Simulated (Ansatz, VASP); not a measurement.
**One calculation of TaN, two programs**

INCAR

```
PREC = Accurate
ENCUT = 520
EDIFF = 1E-8
ISMEAR = -1
SIGMA = 0.01
LREAL = False
LASPH = True
NELM = 80
ALGO = Normal
ISIF = 2
LWAVE = False
LCHARG = False
GGA = PE
LEFG = True
NBANDS = 24
```

KPOINTS

```
regular mesh
0
Gamma
  9 9 5
```

The input POSCAR:

```
TaN
1.0
    3.0480019786      0.0304800198      0.0304800198
   -1.4976045179      2.6244071343      0.0111564616
    0.0491800000      0.0491800000      4.9180000000
Ta N
2 2
Direct
    0.0000000000      0.0000000000      0.0000000000
    0.0000000000      0.0000000000      0.5000000000
    0.3333333333      0.6666666667      0.2500000000
    0.6666666667      0.3333333333      0.7500000000
```

Input for Ansatz:

```yaml
crystal:
  lattice:
    - [3.0480019786, 0.0304800198, 0.0304800198]
    - [-1.4976045179, 2.6244071343, 0.0111564616]
    - [0.04918, 0.04918, 4.918]
  atoms:
    - { symbol: Ta, position: [0.0, 0.0, 0.0] }
    - { symbol: Ta, position: [0.0, 0.0, 0.5] }
    - { symbol: "N", position: [0.3333333333, 0.6666666667, 0.25] }
    - { symbol: "N", position: [0.6666666667, 0.3333333333, 0.75] }
kpoints:
  mp_grid: { grid: [9, 9, 5] }
scf:
  occupations: { method: fermi_dirac, width: 0.01 }
hamiltonian:
  xc: pbe
  pseudopotentials: { kind: paw }
output:
  forces: true
  stress: true
  eigenvalues: true
  efg: { contact_densities: true }
```

Change from the starting cell: equal xy, yz and zx shear strains of +2 %, PAW files.

Alike in both runs: task electric field gradients; functional PBE; k mesh 9 × 9 × 5; occupations fermi-dirac, width 0.01 eV; no spin polarisation.

```csv
,VASP,Ansatz
version,VASP 6.6.1,Ansatz 0.2.0
potentials or method,"VASP PAW PBE potentials, release 64 (Ta_pv, N)","PAW with Ansatz's default frozen-core files, scalar-relativistic"
plane-wave cutoff (eV),520,420
valence electrons in the cell,32,36
```

Ansatz gave:

- pressure (GPa): 60.1
- traceless stress, the component that is largest in VASP (GPa): 56.81
- rms of the force components (eV/Å): 0.162
- size of Vzz on the site where it differs most (V/Å²): 221.9

Problem. Which values does VASP return?

Solution. Pressure (GPa): 61.5; traceless stress, the component that is largest in VASP (GPa): 57.23; rms of the force components (eV/Å): 0.164; size of Vzz on the site where it differs most (V/Å²): 194.4.

Atom by atom the forces differ by 0.002 eV/Å (rms over components). Both programs put the cell under a high pressure, so it lies far from rest at this level. With one functional, cell and mesh, what is left measures potentials, basis and numerics. VASP's potentials hold 32 valence electrons a cell and Ansatz's 36, so a difference there can come from the potentials and not from the codes.

Spin-orbit coupling is off throughout. Noted on VASP's run: the cell as given lies far from equilibrium.
